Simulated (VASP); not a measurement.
# BaTiO3 (R3m) in VASP: a series of runs, part 2 of 2

VASP 6.6.1. Earlier steps stand in the parts before.

### 5 Single point, r2SCAN

POSCAR reads:

```
BaTiO3
1.0
    2.8400536833      1.6397057586      2.3314328269
   -2.8400536833      1.6397057586      2.3314328269
    0.0000000000     -3.2794115171      2.3314328269
Ba Ti O
1 1 3
Direct
   -0.0115122552     -0.0115122552     -0.0115122552
    0.5162478494      0.5162478494      0.5162478494
    0.4897536543      0.4897536543      0.9801597377
    0.4897536543      0.9801597377      0.4897536543
    0.9801597377      0.4897536543      0.4897536543
```

INCAR.step1 reads:

```
SYSTEM = BaTiO3
  PREC = Accurate
  ENCUT = 520
  ISMEAR = 0
  SIGMA = 0.05
  LREAL = .FALSE.
  LASPH = .TRUE.
  NELM = 60
  NBANDS = 28
  GGA = PE
  ALGO = Normal
  EDIFF = 1E-4
  LWAVE = .TRUE.
  LCHARG = .FALSE.
```

INCAR.step2 reads:

```
SYSTEM = BaTiO3
  PREC = Accurate
  ENCUT = 520
  EDIFF = 1E-6
  ISMEAR = 0
  SIGMA = 0.05
  LREAL = .FALSE.
  LASPH = .TRUE.
  NELM = 60
  ALGO = Normal
  ISIF = 2
  LWAVE = .FALSE.
  LCHARG = .TRUE.
  METAGGA = R2SCAN
  LMIXTAU = .TRUE.
  LELF = .TRUE.
  LVHAR = .TRUE.
  NBANDS = 28
  ISTART = 1
```

KPOINTS reads:

```
regular mesh
0
G
  6 6 6
  0 0 0
```

Potentials or basis: VASP PAW PBE potentials, release 64 (Ba_sv, Ti_sv, O).

Run with:

```console
$ cat potpaw_PBE.64/Ba_sv/POTCAR potpaw_PBE.64/Ti_sv/POTCAR potpaw_PBE.64/O/POTCAR > POTCAR
$ cp INCAR.step1 INCAR
$ mpirun -np 1 vasp_std > vasp.out
$ cp INCAR.step2 INCAR
$ mpirun -np 1 vasp_std > vasp.out
```

OUTCAR:

```text
SYSTEM = BaTiO3
   PREC = Accurate
   ENCUT = 520
   EDIFF = 1E-6
   ISMEAR = 0
   LREAL = .FALSE.
   LASPH = .TRUE.
   NELM = 60
   ISIF = 2
   METAGGA = R2SCAN
   ISTART = 1

 ion  position               nearest neighbor table
   1  0.988  0.988  0.988-   3 2.84   3 2.84   4 2.84   5 2.84   4 2.84   5 2.84   4 2.84   5 2.84
                             3 2.84   5 2.86   4 2.86   3 2.86   2 3.30   2 3.42   2 3.42   2 3.42
   2  0.516  0.516  0.516-   3 1.87   4 1.87   5 1.87   3 2.16   4 2.16   5 2.16   1 3.30   1 3.42
                             1 3.42   1 3.42   1 3.55   1 3.55   1 3.55   1 3.69
   3  0.490  0.490  0.980-   2 1.87   2 2.16   1 2.84   1 2.84   1 2.84   1 2.86
   4  0.490  0.980  0.490-   2 1.87   2 2.16   1 2.84   1 2.84   1 2.84   1 2.86
   5  0.980  0.490  0.490-   2 1.87   2 2.16   1 2.84   1 2.84   1 2.84   1 2.86

  LATTYP: Found a trigonal (rhomboedric) cell.
 ALAT       =     4.0236946859
 COS(alpha) =     0.0036015225

  Lattice vectors:

 A1 = (   2.8400536833,   1.6397057586,   2.3314328269)
 A2 = (  -2.8400536833,   1.6397057586,   2.3314328269)
 A3 = (   0.0000000000,  -3.2794115171,   2.3314328269)

Analysis of symmetry for initial positions (statically):
=====================================================================
 Subroutine PRICEL returns:
 Original cell was already a primitive cell.

 Routine SETGRP: Setting up the symmetry group for a
 trigonal (rhombohedral) supercell.

 Subroutine GETGRP returns: Found  6 space group operations
 (whereof  6 operations were pure point group operations)
 out of a pool of 12 trial point group operations.

The static configuration has the point symmetry C_3v.

Analysis of symmetry for dynamics (positions and initial velocities):
=====================================================================
 Subroutine PRICEL returns:
 Original cell was already a primitive cell.

 Routine SETGRP: Setting up the symmetry group for a
 trigonal (rhombohedral) supercell.

[... 132 lines left out ...]
  Fermi-wavevector in a.u.,A,eV,Ry     =   1.391466  2.629490 26.343298  1.936178
  Thomas-Fermi vector in A             =   2.515302
   LORBIT       =      0    0 simple, 1 ext, 2 COOP (PROOUT), +10 PAW based schemes
   METAGGA = R2SCAN    functional components
   LHFCALC =     F    Hartree Fock is set to
   AEXX    =    0.0000 exact exchange contribution
   IVDW    =     0    specifies the selected vdW correction
   LEPSILON=     F    determine dielectric tensor
   LRPA    =     F    only Hartree local field effects (RPA)
 non-spin polarized calculation
 Gauss-broadening in eV      SIGMA  =   0.05
  energy-cutoff  :      520.00
  volume of cell :       65.14
 maximum number of plane-waves:      1776
 NGX is ok and might be reduce to    30
   NGX = 15   NGY = 15   NGZ = 15

 number of electron      40.0000010 magnetization

 Free energy of the ion-electron system (eV)
  ---------------------------------------------------
  ext. energy  EPLUGINS =         0.00000000
  ---------------------------------------------------
  free energy    TOTEN  =       -74.23755800 eV

  energy without entropy =      -74.23755800  energy(sigma->0) =      -74.23755800

 E-fermi :   3.6494     XC(G=0): -11.8063

 val. band max:        3.3378231982   @ k =   0.5000   0.5000   0.5000
 cond. band min:       6.1702504445   @ k =   0.0000   0.0000   0.0000
 fundamental gap:      2.8324272462
 Fermi energy:         3.6494138364

 k-point     1 :       0.0000    0.0000    0.0000
  band No.  band energies     occupation
      1     -55.1687      2.00000
      2     -30.3717      2.00000
      3     -30.3714      2.00000
      4     -30.3714      2.00000
      5     -22.1692      2.00000
      6     -14.4115      2.00000
[... 733 lines left out ...]
     27      12.0712      0.00000
     28      12.5777      0.00000

 [... further k-points ...]

------------------------ aborting loop because EDIFF is reached ----------------------------------------

  FORCE on cell =-STRESS in cart. coord.  units (eV):
  Direction    XX          YY          ZZ          XY          YZ          ZX
  --------------------------------------------------------------------------------------
  -------------------------------------------------------------------------------------
  Total        0.7704150      0.7704150      0.8554926     -0.0000000      0.0000000     -0.0000000
  in kB       18.9482318     18.9482318     21.0407006     -0.0000000      0.0000000     -0.0000000
  external PRESSURE =      19.6457214 kB  Pullay stress =       0.0000000 kB

 VOLUME and BASIS-vectors are now :
 -----------------------------------------------------------------------------
  energy-cutoff  :      520.00
  volume of cell :       65.14
      direct lattice vectors                 reciprocal lattice vectors
     2.840053683  1.639705759  2.331432827     0.176053010  0.101644253  0.142973595
    -2.840053683  1.639705759  2.331432827    -0.176053010  0.101644253  0.142973595
     0.000000000 -3.279411517  2.331432827     0.000000000 -0.203288506  0.142973595

 POSITION                                       TOTAL-FORCE (eV/Angst)
 -----------------------------------------------------------------------------------
      0.00000      0.00000      6.91378        -0.000000      0.000000      0.647695
      0.00000      0.00000      3.61079        -0.000000     -0.000000     -0.552556
      0.00000     -1.60824      4.56883        -0.000000     -0.065850     -0.031713
     -1.39278      0.80412      4.56883        -0.057028      0.032925     -0.031713
      1.39278      0.80412      4.56883         0.057028      0.032925     -0.031713
 -----------------------------------------------------------------------------------
    total drift:                               -0.000000     -0.000001      0.005905

  FREE ENERGIE OF THE ION-ELECTRON SYSTEM (eV)
  ---------------------------------------------------
  free  energy   TOTEN  =       -74.2375580044 eV

  energy  without entropy=      -74.2375580044  energy(sigma->0) =      -74.23755800
```

Run time: 3 min. Hardware: 1 thread of Intel Xeon Platinum 8259CL at 2.50GHz (Skylake/Cascade Lake), shared host; peak memory 0.21 GiB.

Results:

```
Free energy            : -74.2376 eV
Pressure               : 2.0 GPa
Largest force          : 0.648 eV/Å
Band gap on the k mesh : 2.83 eV, indirect (least direct gap 3.29 eV)
```

Forces in eV/Å, atoms in the order of the input:
```
Ba   0.000  0.000  0.648
Ti   0.000  0.000 -0.553
O    0.000 -0.066 -0.032
O   -0.057  0.033 -0.032
O    0.057  0.033 -0.032
```

Caveat: the cell differs from its parent crystal (all Ba atoms moved +0.100 Å, as atom 1 towards its neighbour atom 2 (Ti) at 3.403 Å); the PAW data sets were made with another functional, which shifts forces and pressure a little; spin-orbit coupling is left out, which moves the levels of the heavy elements. A k mesh can miss the band edges.
